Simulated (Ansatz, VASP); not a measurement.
# One calculation of MoSe, two programs

File POSCAR:

```
MoSe
1.0
    4.0050742913      0.0000000000      0.0000000000
   -2.0025371456      3.4684960803      0.0000000000
    0.0000000000      0.0000000000      6.8191364434
Mo Se
2 2
Direct
    0.0000000000      0.0000000000      0.0000000000
    0.0000000000      0.0000000000      0.5000000000
    0.3333333333      0.6666666667      0.2500000000
    0.6666666667      0.3333333333      0.7500000000
```

The input INCAR.step1:

```
SYSTEM = MoSe
  PREC = Accurate
  ENCUT = 520
  ISMEAR = 0
  SIGMA = 0.1
  LREAL = .False.
  LASPH = .True.
  NELM = 150
  ISPIN = 2
  MAGMOM = 3.5 3.5 0 0
  LMAXMIX = 4
  LDAU = .True.
  LDAUTYPE = 2
  LDAUL = 2 -1
  LDAUU = 4.38 0
  LDAUJ = 0 0
  NBANDS = 32
  GGA = PE
  ALGO = Normal
  EDIFF = 1E-4
  LWAVE = .True.
  LCHARG = .False.
```

The input INCAR.step2:

```
SYSTEM = MoSe
  PREC = Accurate
  ENCUT = 520
  EDIFF = 1E-6
  ISMEAR = 0
  SIGMA = 0.1
  LREAL = .False.
  LASPH = .True.
  NELM = 150
  ALGO = Normal
  ISIF = 2
  LWAVE = .False.
  LCHARG = .False.
  ISPIN = 2
  MAGMOM = 3.5 3.5 0 0
  LORBIT = 11
  LMAXMIX = 4
  LDAU = .True.
  LDAUTYPE = 2
  LDAUL = 2 -1
  LDAUU = 4.38 0
  LDAUJ = 0 0
  LDAUPRINT = 1
  METAGGA = R2SCAN
  LMIXTAU = .True.
  NBANDS = 32
  ISTART = 1
```

Contents of KPOINTS:

```
regular mesh
0
Gamma
  12 12 6
  0 0 0
```

Input for Ansatz:

```yaml
crystal:
  lattice:
    - [4.0050742913, 0.0, 0.0]
    - [-2.0025371456, 3.4684960803, 0.0]
    - [0.0, 0.0, 6.8191364434]
  atoms:
    - { symbol: Mo, position: [0.0, 0.0, 0.0], spin: 3.5 }
    - { symbol: Mo, position: [0.0, 0.0, 0.5], spin: 3.5 }
    - { symbol: Se, position: [0.3333333333, 0.6666666667, 0.25] }
    - { symbol: Se, position: [0.6666666667, 0.3333333333, 0.75] }
basis:
  ecutwfc: 500
kpoints:
  mp_grid: { grid: [12, 12, 6] }
hamiltonian:
  xc: r2scan
  hubbard: { sites: [{ species: Mo, l: d, u_eff: 4.38 }] }
scf:
  occupations: { method: gaussian, width: 0.1 }
output:
  forces: true
  stress: true
  eigenvalues: true
  populations: true
magnetization:
  spin_polarized: true
```

Alike in both runs: task single point; functional r2SCAN; k mesh 12 × 12 × 6; occupations gaussian, width 0.1 eV; collinear spin; Hubbard terms Mo d U = 4.38 eV.

```csv
,VASP,Ansatz
version,VASP 6.6.1,Ansatz 0.2.0
potentials or method,"VASP PAW PBE potentials, release 64 (Mo_sv, Se), cutoff 520 eV","scalar-relativistic, plane waves, PAW"
valence electrons in the cell,40,60
```

|  | VASP | Ansatz | Ansatz less VASP |
| --- | --- | --- | --- |
| gap on the k mesh at the Fermi level (eV) | none | none | - |
| pressure (GPa) | -1.2 | 0.0 | +1.20 |
| traceless stress, the component that is largest in VASP (GPa) | 0.19 | 0.00 | -0.183 |
| net moment per atom (μB) | 2.00 | 2.00 | 0.000 |
| size of the moment on the site where the two differ most (μB) | 3.69 | 3.46 | -0.226 |

VASP's potentials were made for PBE, not for r2SCAN. Site moments also hang on the region over which each program counts them. The programs project onto different local orbitals, so the same U acts differently, and such runs can settle in different states. A gap of «none» marks a metal or a gap that the smearing closes. VASP's potentials hold 40 valence electrons a cell and Ansatz's 60, so a difference there can come from the potentials and not from the codes. Ansatz's warnings: filled band counts differ across k points, look outside group, minimisation memory short, stability check not made.
